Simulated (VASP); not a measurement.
# Ga (Pm-3m) in VASP: a series of runs

Ga is run at these levels: PBE; tasks: single point, relaxation of cell and atoms.

Everything below comes from runs of VASP 6.6.1. Logs are shortened: lines on timing, memory, paths and dates and some standing lists are left out, and cuts for length are marked.

### Step 1. The cell of the first run

The structure is cubic, space group Pm-3m (No. 221). Conventional cell: a = 2.716 Å, b = 2.716 Å, c = 2.716 Å, α = 90.00°, β = 90.00°, γ = 90.00°. Ga (site symmetry m-3m) has 6 Ga at 2.72 Å within 3.6 Å.

### Step 2. Single point, PBE

INCAR

```
PREC = Accurate
ENCUT = 520
EDIFF = 1E-7
ISMEAR = 0
SIGMA = 0.1
LREAL = F
LASPH = T
NELM = 100
ALGO = Normal
ISIF = 2
LWAVE = F
LCHARG = F
GGA = PE
NBANDS = 12
```

KPOINTS

```
Automatic mesh
0
Gamma
  20 20 20
```

POSCAR

```
Ga
1.0
    2.7164843000      0.0000000000      0.0000000000
    0.0000000000      2.7164843000      0.0000000000
    0.0000000000      0.0000000000      2.7164843000
Ga
1
Direct
    0.0000000000      0.0000000000      0.0000000000
```

Potentials or basis: VASP PAW PBE potentials, release 64 (Ga_d).

The run is started by

```
> cat potpaw_PBE.64/Ga_d/POTCAR > POTCAR
> mpirun -np 1 vasp_std > vasp.out
```

OUTCAR:

```text
PREC = Accurate
   ENCUT = 520
   EDIFF = 1E-7
   ISMEAR = 0
   LREAL = F
   LASPH = T
   NELM = 100
   ISIF = 2
   GGA = PE

 ion  position               nearest neighbor table
   1  0.000  0.000  0.000-

  LATTYP: Found a simple cubic cell.
 ALAT       =     2.7164843000

  Lattice vectors:

 A1 = (   2.7164843000,   0.0000000000,   0.0000000000)
 A2 = (   0.0000000000,   2.7164843000,   0.0000000000)
 A3 = (   0.0000000000,   0.0000000000,   2.7164843000)

Analysis of symmetry for initial positions (statically):
=====================================================================
 Subroutine PRICEL returns:
 Original cell was already a primitive cell.

 Routine SETGRP: Setting up the symmetry group for a
 simple cubic supercell.

 Subroutine GETGRP returns: Found 48 space group operations
 (whereof 48 operations were pure point group operations)
 out of a pool of 48 trial point group operations.

The static configuration has the point symmetry O_h .

Analysis of symmetry for dynamics (positions and initial velocities):
=====================================================================
 Subroutine PRICEL returns:
 Original cell was already a primitive cell.

 Routine SETGRP: Setting up the symmetry group for a
 simple cubic supercell.

 Subroutine GETGRP returns: Found 48 space group operations
 (whereof 48 operations were pure point group operations)
 out of a pool of 48 trial point group operations.

The dynamic configuration has the point symmetry O_h .

 Subroutine INISYM returns: Found 48 space group operations
 (whereof 48 operations are pure point group operations),
 and found     1 'primitive' translations

----------------------------------------------------------------------------------------

                                     Primitive cell

  volume of cell :      20.0457

  direct lattice vectors                    reciprocal lattice vectors
     2.716484300  0.000000000  0.000000000     0.368122871  0.000000000  0.000000000
     0.000000000  2.716484300  0.000000000     0.000000000  0.368122871  0.000000000
     0.000000000  0.000000000  2.716484300     0.000000000  0.000000000  0.368122871

  length of vectors
     2.716484300  2.716484300  2.716484300     0.368122871  0.368122871  0.368122871

  position of ions in fractional coordinates (direct lattice)
     0.000000000  0.000000000  0.000000000

  ion indices of the primitive-cell ions
   primitive index   ion index
                 1           1

----------------------------------------------------------------------------------------

 KPOINTS: Automatic mesh

Automatic generation of k-mesh.
 Grid dimensions read from file:
 generate k-points for:   20   20   20

 Generating k-lattice:

  Cartesian coordinates                     Fractional coordinates (reciprocal lattice)
     0.018406144  0.000000000  0.000000000     0.050000000  0.000000000  0.000000000
     0.000000000  0.018406144  0.000000000     0.000000000  0.050000000  0.000000000
     0.000000000  0.000000000  0.018406144     0.000000000  0.000000000  0.050000000

  Length of vectors
     0.018406144  0.018406144  0.018406144

  Shift w.r.t. Gamma in fractional coordinates (k-lattice)
     0.000000000  0.000000000  0.000000000

 Subroutine IBZKPT returns following result:
 ===========================================

 Found    286 irreducible k-points:

 Following reciprocal coordinates:
            Coordinates               Weight
  0.000000  0.000000  0.000000      1.000000
  0.050000  0.000000  0.000000      6.000000
  0.100000  0.000000  0.000000      6.000000
  0.150000  0.000000  0.000000      6.000000
  0.200000  0.000000  0.000000      6.000000
  0.250000  0.000000  0.000000      6.000000
[... 16 lines left out ...]
  0.150000  0.100000  0.000000     24.000000
  0.200000  0.100000  0.000000     24.000000
 [... further k-points ...]
   k-points           NKPTS =    286   k-points in BZ     NKDIM =    286   number of bands    NBANDS=     12
   number of dos      NEDOS =    301   number of ions     NIONS =      1
   total plane-waves  NPLWV =   8000
   dimension x,y,z NGX =    20 NGY =   20 NGZ =   20
   dimension x,y,z NGXF=    40 NGYF=   40 NGZF=   40
   ions per type =               1
   NGX,Y,Z   is equivalent  to a cutoff of  12.24, 12.24, 12.24 a.u.
   NGXF,Y,Z  is equivalent  to a cutoff of  24.48, 24.48, 24.48 a.u.
 SYSTEM =  unknown system
   PREC   = accura    normal or accurate (medium, high low for compatibility)
   ISTART =      0    job   : 0-new  1-cont  2-samecut
   ICHARG =      2    charge: 1-file 2-atom 10-const
   ISPIN  =      1    spin polarized calculation?
   LNONCOLLINEAR =      F non collinear calculations
   LSORBIT =      F    spin-orbit coupling
   LASPH  =      T    aspherical Exc in radial PAW
   ENCUT  =  520.0 eV  38.22 Ry    6.18 a.u.   5.05  5.05  5.05*2*pi/ulx,y,z
   NELM   =    100;   NELMIN=  2; NELMDL= -5     # of ELM steps
   EDIFF  = 0.1E-06   stopping-criterion for ELM
   LREAL  =      F    real-space projection
   EDIFFG = 0.1E-05   stopping-criterion for IOM
   NSW    =      0    number of steps for IOM
   IBRION =     -1    ionic relax: 0-MD 1-quasi-New 2-CG
   NFREE  =      0    steps in history (QN), initial steepest desc. (CG)
   ISIF   =      2    stress and relaxation
   ISYM   =      2    0-nonsym 1-usesym 2-fastsym
   POTIM  = 0.5000    time-step for ionic-motion
   TEBEG  =    0.0;   TEEND  =   0.0 temperature during run
   PSTRESS=    0.0 pullay stress
   NELECT =      13.0000    total number of electrons
   NUPDOWN=      -1.0000    fix difference up-down
   EMIN   =  10.00;   EMAX   =-10.00  energy-range for DOS
   EFERMI =   0.00;   METHOD = LEGACY
   ISMEAR =     0;   SIGMA  =   0.10  broadening in eV -4-tet -1-fermi 0-gaus
   EFERMI_NEDOS =   21; number of points for ismear=-14 and -15
   IALGO  =     38    algorithm
   IMIX   =      4    mixing-type and parameters
     AMIX     =   0.40;   BMIX     =  1.00
     AMIX_MAG =   1.60;   BMIX_MAG =  1.00
  volume/ion in A,a.u.               =      20.05       135.28
  Fermi-wavevector in a.u.,A,eV,Ry     =   1.417040  2.677817 27.320527  2.008002
  Thomas-Fermi vector in A             =   2.538312
   LORBIT       =      0    0 simple, 1 ext, 2 COOP (PROOUT), +10 PAW based schemes
   GGA     = PE    functional components
   LHFCALC =     F    Hartree Fock is set to
   AEXX    =    0.0000 exact exchange contribution
   IVDW    =     0    specifies the selected vdW correction
   LEPSILON=     F    determine dielectric tensor
   LRPA    =     F    only Hartree local field effects (RPA)
 non-spin polarized calculation
 Gauss-broadening in eV      SIGMA  =   0.10
  energy-cutoff  :      520.00
  volume of cell :       20.05
 maximum number of plane-waves:       554
   NGX = 11   NGY = 11   NGZ = 11

 number of electron      13.0000027 magnetization

 Free energy of the ion-electron system (eV)
  ---------------------------------------------------
  ext. energy  EPLUGINS =         0.00000000
  ---------------------------------------------------
  free energy    TOTEN  =        -2.82677716 eV

  energy without entropy =       -2.82410294  energy(sigma->0) =       -2.82544005

 E-fermi :   4.7586     XC(G=0): -10.6372

 val. band max:        4.7578846631   @ k =   0.4500   0.4000   0.2000
 cond. band min:       4.7893760592   @ k =   0.4000   0.4000   0.1000
 fundamental gap:      0.0314913961
 Fermi energy:         4.7586297222

 k-point     1 :       0.0000    0.0000    0.0000
  band No.  band energies     occupation
      1     -10.3555      2.00000
      2     -10.3555      2.00000
      3      -9.8420      2.00000
      4      -9.8420      2.00000
      5      -9.8420      2.00000
      6      -5.8020      2.00000
      7      13.7126      0.00000
      8      13.7126      0.00000
      9      13.7126      0.00000
     10      16.6425      0.00000
     11      16.6425      0.00000
     12      19.1028      0.00000

 k-point     2 :       0.0500    0.0000    0.0000
  band No.  band energies     occupation
      1     -10.3545      2.00000
      2     -10.3469      2.00000
      3      -9.8455      2.00000
      4      -9.8455      2.00000
      5      -9.8417      2.00000
      6      -5.7514      2.00000
      7      12.8140      0.00000
      8      13.7654      0.00000
      9      13.7654      0.00000
     10      16.6856      0.00000
     11      17.3462      0.00000
     12      19.4214      0.00000

 k-point     3 :       0.1000    0.0000    0.0000
  band No.  band energies     occupation
      1     -10.3517      2.00000
      2     -10.3222      2.00000
      3      -9.8556      2.00000
      4      -9.8556      2.00000
      5      -9.8408      2.00000
      6      -5.5992      2.00000
      7      11.2105      0.00000
      8      13.9229      0.00000
      9      13.9229      0.00000
     10      16.8151      0.00000
     11      18.1078      0.00000
     12      20.6314      0.00000
[... 286 lines left out ...]
 k-point    23 :       0.1500    0.1000    0.0000
  band No.  band energies     occupation
      1     -10.3254      2.00000
      2     -10.2678      2.00000
      3      -9.8876      2.00000
      4      -9.8701      2.00000
      5      -9.8528      2.00000
      6      -5.1416      2.00000
      7       9.6913      0.00000
      8      11.7349      0.00000
      9      14.3922      0.00000
     10      17.8629      0.00000
     11      20.5993      0.00000
     12      22.6224      0.00000

 k-point    24 :       0.2000    0.1000    0.0000
  band No.  band energies     occupation
      1     -10.3186      2.00000
      2     -10.2213      2.00000
      3      -9.9090      2.00000
      4      -9.8897      2.00000
      5      -9.8511      2.00000
      6      -4.7837      2.00000
      7       8.0663      0.00000
      8      12.0623      0.00000
      9      14.7463      0.00000
     10      18.1755      0.00000
     11      20.8997      0.00000
     12      24.2616      0.00000

 [... further k-points ...]

------------------------ aborting loop because EDIFF is reached ----------------------------------------

  FORCE on cell =-STRESS in cart. coord.  units (eV):
  Direction    XX          YY          ZZ          XY          YZ          ZX
  --------------------------------------------------------------------------------------
  -------------------------------------------------------------------------------------
  Total        0.0168533      0.0168533      0.0168533      0.0000000     -0.0000000      0.0000000
  in kB        1.3470160      1.3470160      1.3470160      0.0000000     -0.0000000      0.0000000
  external PRESSURE =       1.3470160 kB  Pullay stress =       0.0000000 kB

 VOLUME and BASIS-vectors are now :
 -----------------------------------------------------------------------------
  energy-cutoff  :      520.00
  volume of cell :       20.05
      direct lattice vectors                 reciprocal lattice vectors
     2.716484300  0.000000000  0.000000000     0.368122871  0.000000000  0.000000000
     0.000000000  2.716484300  0.000000000     0.000000000  0.368122871  0.000000000
     0.000000000  0.000000000  2.716484300     0.000000000  0.000000000  0.368122871

 POSITION                                       TOTAL-FORCE (eV/Angst)
 -----------------------------------------------------------------------------------
      0.00000      0.00000      0.00000         0.000000      0.000000      0.000000
 -----------------------------------------------------------------------------------
    total drift:                                0.000000      0.000000      0.000000

  FREE ENERGIE OF THE ION-ELECTRON SYSTEM (eV)
  ---------------------------------------------------
  free  energy   TOTEN  =        -2.8267771614 eV

  energy  without entropy=       -2.8241029447  energy(sigma->0) =       -2.82544005
```

Run time: 26 s. Hardware: 1 thread of Intel Xeon Platinum 8124M at 3.00GHz (Skylake/Cascade Lake), shared host; peak memory 0.17 GiB.

What came out:

* Free energy: -2.8268 eV
* Pressure: 0.1 GPa

(Continued in part 2 of 2.)
